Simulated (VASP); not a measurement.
# Y (C2/c) in VASP: single point with PBEsol

Aim: the single point of Y with PBEsol.

All numbers are computed with VASP 6.6.1; they aren't measurements. Logs are shortened: lines on timing, memory, paths and dates and some standing lists are left out, and cuts for length are marked.

### 1 The cell of the first run

Symmetry: C2/c, No. 15, monoclinic system. Conventional cell: a = 3.598 Å, b = 6.231 Å, c = 5.586 Å, α = 90.00°, β = 90.14°, γ = 90.00°. Within 4.6 Å of Y (site symmetry 2) lie 12 Y at 3.48 to 3.60 Å.

### 2 Single point, PBEsol (strain +0.0025 x Voigt [0, 0, 0, 0, 1, 0])

Input file INCAR:

```
ALGO = Fast
EDIFF = 1E-7
ENCUT = 520
GGA = PS
ISIF = 2
ISMEAR = 0
LASPH = True
LCHARG = True
LELF = True
LREAL = False
LVHAR = True
LWAVE = False
NBANDS = 18
NELM = 80
PREC = Accurate
SIGMA = 0.15
```

Input file KPOINTS:

```
k-points
0
Gamma
  18 18 12
```

Input file POSCAR:

```
Y
1.0
    3.5975166209      0.0000000000      0.0044968958
   -1.7987583104      3.1155407842     -0.0022484479
    0.0069822001      0.0000000000      5.5857601125
Y
2
Direct
    0.3333333333      0.6666666667      0.2500000000
    0.6666666667      0.3333333333      0.7500000000
```

Potentials or basis: VASP PAW PBE potentials, release 64 (Y_sv).

The run is started by

```
cat potpaw_PBE.64/Y_sv/POTCAR > POTCAR
mpirun -np 1 vasp_std > vasp.out
```

OUTCAR:

```text
EDIFF = 1E-7
   ENCUT = 520
   GGA = PS
   ISIF = 2
   ISMEAR = 0
   LASPH = True
   LREAL = False
   NELM = 80
   PREC = Accurate

 ion  position               nearest neighbor table
   1  0.333  0.667  0.250-   2 3.48   2 3.48   2 3.48   2 3.48   2 3.48   2 3.48
   2  0.667  0.333  0.750-   1 3.48   1 3.48   1 3.48   1 3.48   1 3.48   1 3.48

  LATTYP: Found a base centered monoclinic cell.
 ALAT       =     3.5975194315
 B/A-ratio  =     1.7320494544
 C/A-ratio  =     1.5526711065
 COS(beta)  =    -0.0024999961

  Lattice vectors:

 A1 = (  -1.7987583104,   3.1155407842,  -0.0022484479)
 A2 = (  -1.7987583105,  -3.1155407842,  -0.0022484479)
 A3 = (   0.0069822001,   0.0000000000,   5.5857601125)

Analysis of symmetry for initial positions (statically):
=====================================================================
 Subroutine PRICEL returns:
 Original cell was already a primitive cell.

 Routine SETGRP: Setting up the symmetry group for a
 base centered monoclinic supercell.

 Subroutine GETGRP returns: Found  4 space group operations
 (whereof  2 operations were pure point group operations)
 out of a pool of  4 trial point group operations.

The static configuration has the point symmetry S_2 .
 The point group associated with its full space group is C_2h.

Analysis of symmetry for dynamics (positions and initial velocities):
=====================================================================
 Subroutine PRICEL returns:
 Original cell was already a primitive cell.

 Routine SETGRP: Setting up the symmetry group for a
 base centered monoclinic supercell.

 Subroutine GETGRP returns: Found  4 space group operations
 (whereof  2 operations were pure point group operations)
 out of a pool of  4 trial point group operations.

The dynamic configuration has the point symmetry S_2 .
 The point group associated with its full space group is C_2h.

 Subroutine INISYM returns: Found  4 space group operations
 (whereof  2 operations are pure point group operations),
 and found     1 'primitive' translations

----------------------------------------------------------------------------------------

                                     Primitive cell

  volume of cell :      62.6063

  direct lattice vectors                    reciprocal lattice vectors
     3.597516621  0.000000000  0.004496896     0.277969963  0.160485782 -0.000347462
    -1.798758310  3.115540784 -0.002248448     0.000000000  0.320971565  0.000000000
     0.006982200  0.000000000  5.585760113    -0.000223784  0.000000000  0.179026944

  length of vectors
     3.597519431  3.597517323  5.585764476     0.320972129  0.320971565  0.179027084

  position of ions in fractional coordinates (direct lattice)
     0.333333333  0.666666667  0.250000000
     0.666666667  0.333333333  0.750000000

  ion indices of the primitive-cell ions
   primitive index   ion index
                 1           1
                 2           2

----------------------------------------------------------------------------------------

 KPOINTS: k-points

Automatic generation of k-mesh.
 Grid dimensions read from file:
 generate k-points for:   18   18   12

 Generating k-lattice:

  Cartesian coordinates                     Fractional coordinates (reciprocal lattice)
     0.015442776  0.008915877 -0.000019303     0.055555556 -0.000000000  0.000000000
     0.000000000  0.017831754  0.000000000     0.000000000  0.055555556  0.000000000
    -0.000018649  0.000000000  0.014918912     0.000000000 -0.000000000  0.083333333

  Length of vectors
     0.017831785  0.017831754  0.014918924

  Shift w.r.t. Gamma in fractional coordinates (k-lattice)
     0.000000000  0.000000000  0.000000000

 Subroutine IBZKPT returns following result:
 ===========================================

 Found   1037 irreducible k-points:

 Following reciprocal coordinates:
            Coordinates               Weight
  0.000000  0.000000  0.000000      1.000000
  0.055556 -0.000000 -0.000000      4.000000
  0.111111 -0.000000 -0.000000      4.000000
  0.166667  0.000000 -0.000000      4.000000
  0.222222 -0.000000 -0.000000      4.000000
  0.277778  0.000000  0.000000      4.000000
[... 16 lines left out ...]
 -0.333333  0.055556  0.000000      4.000000
 -0.277778  0.055556  0.000000      4.000000
 [... further k-points ...]
   k-points           NKPTS =   1037   k-points in BZ     NKDIM =   1037   number of bands    NBANDS=     18
   number of dos      NEDOS =    301   number of ions     NIONS =      2
   total plane-waves  NPLWV =  32928
   dimension x,y,z NGX =    28 NGY =   28 NGZ =   42
   dimension x,y,z NGXF=    56 NGYF=   56 NGZF=   84
   ions per type =               2
   NGX,Y,Z   is equivalent  to a cutoff of  12.94, 12.94, 12.50 a.u.
   NGXF,Y,Z  is equivalent  to a cutoff of  25.88, 25.88, 25.00 a.u.
 SYSTEM =  unknown system
   PREC   = accura    normal or accurate (medium, high low for compatibility)
   ISTART =      0    job   : 0-new  1-cont  2-samecut
   ICHARG =      2    charge: 1-file 2-atom 10-const
   ISPIN  =      1    spin polarized calculation?
   LNONCOLLINEAR =      F non collinear calculations
   LSORBIT =      F    spin-orbit coupling
   LASPH  =      T    aspherical Exc in radial PAW
   ENCUT  =  520.0 eV  38.22 Ry    6.18 a.u.   6.69  6.69 10.39*2*pi/ulx,y,z
   NELM   =     80;   NELMIN=  2; NELMDL= -5     # of ELM steps
   EDIFF  = 0.1E-06   stopping-criterion for ELM
   LREAL  =      F    real-space projection
   EDIFFG = 0.1E-05   stopping-criterion for IOM
   NSW    =      0    number of steps for IOM
   IBRION =     -1    ionic relax: 0-MD 1-quasi-New 2-CG
   NFREE  =      0    steps in history (QN), initial steepest desc. (CG)
   ISIF   =      2    stress and relaxation
   ISYM   =      2    0-nonsym 1-usesym 2-fastsym
   POTIM  = 0.5000    time-step for ionic-motion
   TEBEG  =    0.0;   TEEND  =   0.0 temperature during run
   PSTRESS=    0.0 pullay stress
   NELECT =      22.0000    total number of electrons
   NUPDOWN=      -1.0000    fix difference up-down
   EMIN   =  10.00;   EMAX   =-10.00  energy-range for DOS
   EFERMI =   0.00;   METHOD = LEGACY
   ISMEAR =     0;   SIGMA  =   0.15  broadening in eV -4-tet -1-fermi 0-gaus
   EFERMI_NEDOS =   21; number of points for ismear=-14 and -15
   IALGO  =     68    algorithm
   IMIX   =      4    mixing-type and parameters
     AMIX     =   0.40;   BMIX     =  1.00
     AMIX_MAG =   1.60;   BMIX_MAG =  1.00
  volume/ion in A,a.u.               =      31.30       211.24
  Fermi-wavevector in a.u.,A,eV,Ry     =   1.155251  2.183108 18.158409  1.334605
  Thomas-Fermi vector in A             =   2.291881
   LORBIT       =      0    0 simple, 1 ext, 2 COOP (PROOUT), +10 PAW based schemes
   GGA     = PS    functional components
   LHFCALC =     F    Hartree Fock is set to
   AEXX    =    0.0000 exact exchange contribution
   IVDW    =     0    specifies the selected vdW correction
   LEPSILON=     F    determine dielectric tensor
   LRPA    =     F    only Hartree local field effects (RPA)
 non-spin polarized calculation
 RMM-DIIS sequential band-by-band and
 Gauss-broadening in eV      SIGMA  =   0.15
  energy-cutoff  :      520.00
  volume of cell :       62.61
 maximum number of plane-waves:      1719
   NGX = 13   NGY = 13   NGZ = 21

 number of electron      22.0000002 magnetization

 Free energy of the ion-electron system (eV)
  ---------------------------------------------------
  ext. energy  EPLUGINS =         0.00000000
  ---------------------------------------------------
  free energy    TOTEN  =       -13.66007891 eV

  energy without entropy =      -13.61701195  energy(sigma->0) =      -13.63854543

 E-fermi :   3.1154     XC(G=0):  -9.7229

 val. band max:        3.1146283211   @ k =   0.1111   0.2778   0.0833
 cond. band min:       3.1164065976   @ k =   0.2778   0.1111   0.0833
 fundamental gap:      0.0017782765
 Fermi energy:         3.1154212880

 k-point     1 :       0.0000    0.0000    0.0000
  band No.  band energies     occupation
      1     -39.3629      2.00000
      2     -39.2680      2.00000
      3     -19.7331      2.00000
      4     -19.1687      2.00000
      5     -19.1687      2.00000
      6     -19.0583      2.00000
[... 10 lines left out ...]
     17       5.9395      0.00000
     18       5.9396      0.00000

 k-point     2 :       0.0556   -0.0000   -0.0000
  band No.  band energies     occupation
      1     -39.3611      2.00000
      2     -39.2674      2.00000
      3     -19.7266      2.00000
      4     -19.1816      2.00000
      5     -19.1732      2.00000
      6     -19.0721      2.00000
[... 10 lines left out ...]
     17       5.8425      0.00000
     18       5.8704      0.00000

 k-point     3 :       0.1111   -0.0000   -0.0000
  band No.  band energies     occupation
      1     -39.3555      2.00000
      2     -39.2657      2.00000
      3     -19.7073      2.00000
      4     -19.2191      2.00000
      5     -19.1861      2.00000
      6     -19.1114      2.00000
[... 10 lines left out ...]
     17       5.7009      0.00000
     18       5.7853      0.00000

 k-point     4 :       0.1667    0.0000   -0.0000
  band No.  band energies     occupation
      1     -39.3469      2.00000
      2     -39.2632      2.00000
      3     -19.6765      2.00000
      4     -19.2766      2.00000
      5     -19.2053      2.00000
      6     -19.1702      2.00000
[... 375 lines left out ...]
      4     -19.5088      2.00000
      5     -19.4084      2.00000
      6     -19.2855      2.00000
[... 10 lines left out ...]
     17       7.4364      0.00000
     18       7.8995      0.00000

 k-point    23 :      -0.3333    0.0556    0.0000
  band No.  band energies     occupation
      1     -39.3166      2.00000
      2     -39.2572      2.00000
      3     -19.5595      2.00000
      4     -19.4580      2.00000
      5     -19.3549      2.00000
      6     -19.2615      2.00000
[... 10 lines left out ...]
     17       6.8766      0.00000
     18       7.3478      0.00000

 k-point    24 :      -0.2778    0.0556    0.0000
  band No.  band energies     occupation
      1     -39.3289      2.00000
      2     -39.2591      2.00000
      3     -19.6090      2.00000
      4     -19.3849      2.00000
      5     -19.2955      2.00000
      6     -19.2305      2.00000
[... 10 lines left out ...]
     17       6.4335      0.00000
     18       6.8342      0.00000

 [... further k-points ...]

------------------------ aborting loop because EDIFF is reached ----------------------------------------

  FORCE on cell =-STRESS in cart. coord.  units (eV):
  Direction    XX          YY          ZZ          XY          YZ          ZX
  --------------------------------------------------------------------------------------
  -------------------------------------------------------------------------------------
  Total       -0.0433966     -0.0433734     -0.0122168     -0.0000000      0.0000000     -0.0254398
  in kB       -1.1105755     -1.1099827     -0.3126436     -0.0000000      0.0000000     -0.6510383
  external PRESSURE =      -0.8444006 kB  Pullay stress =       0.0000000 kB

 VOLUME and BASIS-vectors are now :
 -----------------------------------------------------------------------------
  energy-cutoff  :      520.00
  volume of cell :       62.61
      direct lattice vectors                 reciprocal lattice vectors
     3.597516621  0.000000000  0.004496896     0.277969963  0.160485782 -0.000347462
    -1.798758310  3.115540784 -0.002248448     0.000000000  0.320971565  0.000000000
     0.006982200  0.000000000  5.585760113    -0.000223784  0.000000000  0.179026944

 POSITION                                       TOTAL-FORCE (eV/Angst)
 -----------------------------------------------------------------------------------
      0.00175      2.07703      1.39644         0.000000      0.000040      0.000000
      1.80399      1.03851      4.19157        -0.000000     -0.000040     -0.000000
 -----------------------------------------------------------------------------------
    total drift:                                0.000000     -0.000000     -0.000000

  FREE ENERGIE OF THE ION-ELECTRON SYSTEM (eV)
  ---------------------------------------------------
  free  energy   TOTEN  =       -13.6600789060 eV

  energy  without entropy=      -13.6170119523  energy(sigma->0) =      -13.63854543
```

It took 57 min on 1 thread of Intel Xeon 8259CL, shared host; peak memory 1.1 GiB.

Results:

```
Free energy            : -13.6601 eV
Pressure               : -0.1 GPa
Band gap on the k mesh : zero (bands 11 and 12 overlap by 1.60 eV)
```

Caveat: the cell differs from its parent crystal (strain +0.0025 x Voigt [0, 0, 0, 0, 1, 0]); the PAW data sets were made with another functional, which shifts forces and pressure a little.
